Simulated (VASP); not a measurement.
InP: single point with LDA

InP:

```
In P
1.0
     0.00000    2.96906    2.96906
     2.96906    0.00000    2.96906
     2.96906    2.96906    0.00000
In P
1 1
Direct
  0.00000 0.00000 0.00000
  0.75000 0.75000 0.75000
```

This cell differs from its parent crystal: volume scaled by 1.04.

- Program: VASP 6.6.1
- Task: single point
- Functional: LDA
- Potentials or basis: VASP PAW LDA potentials, release 64 (In_d, P)
- Cutoff: 520 eV
- k mesh: 8 × 8 × 8
- Occupations: fermi-dirac, width 0.05 eV
- Spin: no spin polarisation

```
Pressure               : -3.5 GPa
Band gap on the k mesh : 0.30 eV, direct
```

Levels at points of the mesh, in eV from the valence-band top:
| k point | band 6 | band 7 | band 8 | band 9 | band 10 | band 11 | band 12 | band 13 |
| --- | --- | --- | --- | --- | --- | --- | --- | --- |
| (0.00, 0.00, 0.00) | -11.28 | 0.00 | 0.00 | 0.00 | 0.30 | 3.96 | 3.96 | 3.96 |
| (0.50, 0.00, 0.00) | -9.66 | -5.63 | -0.93 | -0.93 | 1.23 | 4.69 | 4.69 | 6.81 |
| (0.50, 0.50, 0.00) | -9.03 | -5.69 | -2.23 | -2.23 | 1.66 | 2.12 | 8.75 | 9.17 |

It took 44 s on 1 thread of AMD EPYC 7R13, on a shared host, peak memory 0.13 GiB.

Caveat: spin-orbit coupling is left out, which moves the levels of the heavy elements.
